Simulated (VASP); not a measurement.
# K16Na (a cell with a defect) in VASP: single point with PBE+D3(BJ)

Aim: the single point of K16Na (a cell with a defect) with PBE+D3(BJ).

All numbers are computed with VASP 6.6.1; they aren't measurements. Logs are shortened: lines on timing, memory, paths and dates and some standing lists are left out, and cuts for length are marked.

**1. The cell of the first run**

The cell holds a defect, 17 atoms: a = 10.460 Å, b = 10.460 Å, c = 10.460 Å, α = 90.00°, β = 90.00°, γ = 90.00°.

**2. Single point, PBE+D3(BJ)**

INCAR reads:

```
  ALGO = Normal
  EDIFF = 1E-6
  ENCUT = 520
  GGA = PE
  ISIF = 2
  ISMEAR = -1
  IVDW = 12
  LASPH = True
  LCHARG = False
  LREAL = Auto
  LWAVE = False
  NBANDS = 90
  NELM = 80
  PREC = Accurate
  SIGMA = 0.15
```

KPOINTS reads:

```
k-points
0
Gamma
  1 1 1
```

POSCAR reads:

```
K16Na
1.0
   10.4600000000      0.0000000000      0.0000000000
    0.0000000000     10.4600000000      0.0000000000
    0.0000000000      0.0000000000     10.4600000000
K Na
16 1
Direct
   -0.0127019120     -0.0493525813      0.0115967495
    0.4694494264      0.0070912046      0.0073369981
   -0.0139431166      0.5509946463      0.0133828872
   -0.0084629063      0.0051608987      0.5299895793
    0.2306673040      0.2498038241      0.2614133843
    0.4691153920      0.4930010516      0.0077893881
    0.5256014340      0.0016571702      0.4760009560
    0.7735339388      0.2498755258      0.2273381453
   -0.0083772467      0.4949730402      0.5295834608
    0.2451580306      0.7505031549      0.2805941683
    0.3155260994      0.2496475143      0.6832097514
    0.5255785851      0.4984971319      0.4753781071
    0.7404586042      0.7508925430      0.2566197897
    0.7448198853      0.2505317400      0.7716287763
    0.2612133843      0.7493265774      0.7377745698
    0.7172638623      0.7498921606      0.7551543021
    0.0895974187      0.2517677820     -0.0842302103
```

Potentials or basis: VASP PAW PBE potentials, release 64 (K_sv, Na_pv).

Started as:

```bash
$ cat potpaw_PBE.64/K_sv/POTCAR potpaw_PBE.64/Na_pv/POTCAR > POTCAR
$ mpirun -np 1 vasp_gam > vasp.out
```

OUTCAR:

```text
EDIFF = 1E-6
   ENCUT = 520
   GGA = PE
   ISIF = 2
   ISMEAR = -1
   IVDW = 12
   LASPH = True
   LREAL = Auto
   NELM = 80
   PREC = Accurate
 IVDW          = 12

 ion  position               nearest neighbor table
   1  0.987  0.951  0.012-
   2  0.469  0.007  0.007-
   3  0.986  0.551  0.013-
   4  0.992  0.005  0.530-
   5  0.231  0.250  0.261-
   6  0.469  0.493  0.008-
[... 9 lines left out ...]
  16  0.717  0.750  0.755-
  17  0.090  0.252  0.916-

  LATTYP: Found a simple cubic cell.
 ALAT       =    10.4600000000

  Lattice vectors:

 A1 = (  10.4600000000,   0.0000000000,   0.0000000000)
 A2 = (   0.0000000000,  10.4600000000,   0.0000000000)
 A3 = (   0.0000000000,   0.0000000000,  10.4600000000)

Analysis of symmetry for initial positions (statically):
=====================================================================
 Subroutine PRICEL returns:
 Original cell was already a primitive cell.

 Routine SETGRP: Setting up the symmetry group for a
 simple cubic supercell.

 Subroutine GETGRP returns: Found  1 space group operations
 (whereof  1 operations were pure point group operations)
 out of a pool of 48 trial point group operations.

The static configuration has the point symmetry C_1 .

Analysis of symmetry for dynamics (positions and initial velocities):
=====================================================================
 Subroutine PRICEL returns:
 Original cell was already a primitive cell.

 Routine SETGRP: Setting up the symmetry group for a
 simple cubic supercell.

 Subroutine GETGRP returns: Found  1 space group operations
 (whereof  1 operations were pure point group operations)
 out of a pool of 48 trial point group operations.

The dynamic configuration has the point symmetry C_1 .

 Subroutine INISYM returns: Found  1 space group operations
 (whereof  1 operations are pure point group operations),
 and found     1 'primitive' translations

----------------------------------------------------------------------------------------

                                     Primitive cell

  volume of cell :    1144.4453

  direct lattice vectors                    reciprocal lattice vectors
    10.460000000  0.000000000  0.000000000     0.095602294  0.000000000  0.000000000
     0.000000000 10.460000000  0.000000000     0.000000000  0.095602294  0.000000000
     0.000000000  0.000000000 10.460000000     0.000000000  0.000000000  0.095602294

  length of vectors
    10.460000000 10.460000000 10.460000000     0.095602294  0.095602294  0.095602294

  position of ions in fractional coordinates (direct lattice)
     0.987298088  0.950647419  0.011596750
     0.469449426  0.007091205  0.007336998
     0.986056883  0.550994646  0.013382887
     0.991537094  0.005160899  0.529989579
     0.230667304  0.249803824  0.261413384
     0.469115392  0.493001052  0.007789388
[... 9 lines left out ...]
     0.717263862  0.749892161  0.755154302
     0.089597419  0.251767782  0.915769790

  ion indices of the primitive-cell ions
   primitive index   ion index
                 1           1
                 2           2
                 3           3
                 4           4
                 5           5
                 6           6
[... 9 lines left out ...]
                16          16
                17          17

----------------------------------------------------------------------------------------

 KPOINTS: k-points

Automatic generation of k-mesh.
 Grid dimensions read from file:
 generate k-points for:    1    1    1

 Generating k-lattice:

  Cartesian coordinates                     Fractional coordinates (reciprocal lattice)
     0.095602294  0.000000000  0.000000000     1.000000000  0.000000000  0.000000000
     0.000000000  0.095602294  0.000000000     0.000000000  1.000000000  0.000000000
     0.000000000  0.000000000  0.095602294     0.000000000  0.000000000  1.000000000

  Length of vectors
     0.095602294  0.095602294  0.095602294

  Shift w.r.t. Gamma in fractional coordinates (k-lattice)
     0.000000000  0.000000000  0.000000000

 Subroutine IBZKPT returns following result:
 ===========================================

 Found      1 irreducible k-points:

 Following reciprocal coordinates:
            Coordinates               Weight
  0.000000  0.000000  0.000000      1.000000
   k-points           NKPTS =      1   k-points in BZ     NKDIM =      1   number of bands    NBANDS=     90
   number of dos      NEDOS =    301   number of ions     NIONS =     17
   total plane-waves  NPLWV = 512000
   dimension x,y,z NGX =    80 NGY =   80 NGZ =   80
   dimension x,y,z NGXF=   160 NGYF=  160 NGZF=  160
   ions per type =              16   1
   NGX,Y,Z   is equivalent  to a cutoff of  12.71, 12.71, 12.71 a.u.
   NGXF,Y,Z  is equivalent  to a cutoff of  25.43, 25.43, 25.43 a.u.
 SYSTEM =  unknown system
   PREC   = accura    normal or accurate (medium, high low for compatibility)
   ISTART =      0    job   : 0-new  1-cont  2-samecut
   ICHARG =      2    charge: 1-file 2-atom 10-const
   ISPIN  =      1    spin polarized calculation?
   LNONCOLLINEAR =      F non collinear calculations
   LSORBIT =      F    spin-orbit coupling
   LASPH  =      T    aspherical Exc in radial PAW
   ENCUT  =  520.0 eV  38.22 Ry    6.18 a.u.  19.45 19.45 19.45*2*pi/ulx,y,z
   NELM   =     80;   NELMIN=  2; NELMDL= -5     # of ELM steps
   EDIFF  = 0.1E-05   stopping-criterion for ELM
   LREAL  =      T    real-space projection
   EDIFFG = 0.1E-04   stopping-criterion for IOM
   NSW    =      0    number of steps for IOM
   IBRION =     -1    ionic relax: 0-MD 1-quasi-New 2-CG
   NFREE  =      0    steps in history (QN), initial steepest desc. (CG)
   ISIF   =      2    stress and relaxation
   ISYM   =      2    0-nonsym 1-usesym 2-fastsym
   POTIM  = 0.5000    time-step for ionic-motion
   TEBEG  =    0.0;   TEEND  =   0.0 temperature during run
   PSTRESS=    0.0 pullay stress
   NELECT =     151.0000    total number of electrons
   NUPDOWN=      -1.0000    fix difference up-down
   EMIN   =  10.00;   EMAX   =-10.00  energy-range for DOS
   EFERMI =   0.00;   METHOD = LEGACY
   ISMEAR =    -1;   SIGMA  =   0.15  broadening in eV -4-tet -1-fermi 0-gaus
   EFERMI_NEDOS =   21; number of points for ismear=-14 and -15
   IALGO  =     38    algorithm
   IMIX   =      4    mixing-type and parameters
     AMIX     =   0.40;   BMIX     =  1.00
     AMIX_MAG =   1.60;   BMIX_MAG =  1.00
  volume/ion in A,a.u.               =      67.32       454.30
  Fermi-wavevector in a.u.,A,eV,Ry     =   0.833429  1.574953  9.450668  0.694604
  Thomas-Fermi vector in A             =   1.946652
   LORBIT       =      0    0 simple, 1 ext, 2 COOP (PROOUT), +10 PAW based schemes
   GGA     = PE    functional components
   LHFCALC =     F    Hartree Fock is set to
   AEXX    =    0.0000 exact exchange contribution
   IVDW    =    12    specifies the selected vdW correction
   LEPSILON=     F    determine dielectric tensor
   LRPA    =     F    only Hartree local field effects (RPA)
 non-spin polarized calculation
  energy-cutoff  :      520.00
  volume of cell :     1144.45
 maximum number of plane-waves:     15516
 NGX is ok and might be reduce to    80
   NGX = 39   NGY = 39   NGZ = 39

 number of electron     150.9999983 magnetization

 Free energy of the ion-electron system (eV)
  ---------------------------------------------------
  ext. energy  EPLUGINS =         0.00000000
  ---------------------------------------------------
  free energy    TOTEN  =       -16.91528839 eV

  energy without entropy =      -15.68427913  energy(sigma->0) =      -16.29978376

 E-fermi :   0.1866     XC(G=0):  -5.8133

 val. band max:       -0.6702169607   @ k =   0.0000   0.0000   0.0000
 cond. band min:       0.2676682524   @ k =   0.0000   0.0000   0.0000
 fundamental gap:      0.9378852131
 Fermi energy:         0.1865771544

 k-point     1 :       0.0000    0.0000    0.0000
  band No.  band energies     occupation
      1     -32.1260      2.00000
      2     -32.0947      2.00000
      3     -32.0907      2.00000
      4     -32.0897      2.00000
      5     -32.0827      2.00000
      6     -32.0818      2.00000
[... 79 lines left out ...]
     86       0.7341      0.05067
     87       1.4007      0.00061
 [bands above 87 left out]

------------------------ aborting loop because EDIFF is reached ----------------------------------------

 Edisp (eV)   -2.05799

 E8    (eV) :    -1.1018

  FORCE on cell =-STRESS in cart. coord.  units (eV):
  Direction    XX          YY          ZZ          XY          YZ          ZX
  --------------------------------------------------------------------------------------
  -------------------------------------------------------------------------------------
  Total       0.53401     1.04265     0.57307    -0.02373     0.01442    -1.03696
  in kB       0.74759     1.45966     0.80228    -0.03323     0.02019    -1.45171
  external pressure =        1.00 kB  Pullay stress =        0.00 kB

 VOLUME and BASIS-vectors are now :
 -----------------------------------------------------------------------------
  energy-cutoff  :      520.00
  volume of cell :     1144.45
      direct lattice vectors                 reciprocal lattice vectors
    10.460000000  0.000000000  0.000000000     0.095602294  0.000000000  0.000000000
     0.000000000 10.460000000  0.000000000     0.000000000  0.095602294  0.000000000
     0.000000000  0.000000000 10.460000000     0.000000000  0.000000000  0.095602294

 POSITION                                       TOTAL-FORCE (eV/Angst)
 -----------------------------------------------------------------------------------
     10.32714      9.94377      0.12130         0.002271      0.002615      0.005269
      4.91044      0.07417      0.07675        -0.000520      0.003733      0.004855
     10.31416      5.76340      0.13999         0.009599     -0.010274     -0.004192
     10.37148      0.05398      5.54369        -0.001039     -0.001676     -0.000324
      2.41278      2.61295      2.73438        -0.005568      0.000183     -0.012809
      4.90695      5.15679      0.08148        -0.001873     -0.002117      0.003007
[... 9 lines left out ...]
      7.50258      7.84387      7.89891         0.001320      0.000590      0.007385
      0.93719      2.63349      9.57895         0.013144     -0.000563     -0.001169
 -----------------------------------------------------------------------------------
    total drift:                                0.010405     -0.009509     -0.000439

  FREE ENERGIE OF THE ION-ELECTRON SYSTEM (eV)
  ---------------------------------------------------
  free  energy   TOTEN  =       -18.9732746483 eV

  energy  without entropy=      -17.7422653860  energy(sigma->0) =      -18.35777002
```

Run time: 6 min. Hardware: 1 thread of Intel Xeon 8259CL, shared host; peak memory 0.87 GiB.

What came out:

```
Free energy                : -18.9733 eV
Pressure                   : 0.1 GPa
Largest force              : 0.016 eV/Å
Band gap on the k mesh     : zero (an odd number of electrons rules out a gap without spin polarisation)
Dispersion energy per atom : -0.121 eV
```

Forces on the atoms (eV/Å):
```
K    0.002  0.003  0.005
K   -0.001  0.004  0.005
K    0.010 -0.010 -0.004
K   -0.001 -0.002  0.000
K   -0.006  0.000 -0.013
K   -0.002 -0.002  0.003
K   -0.002 -0.012 -0.005
K    0.002  0.000 -0.006
K   -0.001  0.000  0.000
K   -0.002 -0.001  0.005
K   -0.003  0.001  0.007
K   -0.002  0.013 -0.003
K   -0.001  0.002  0.004
K   -0.015  0.001 -0.006
K    0.007  0.004  0.002
K    0.001  0.001  0.007
Na   0.013 -0.001 -0.001
```

Caveat: the k points lie up to 0.60 Å⁻¹ apart, too coarse for converged energies and pressures of a metal.

The gap in the log of VASP goes by the Fermi energy; the results here count the filled bands.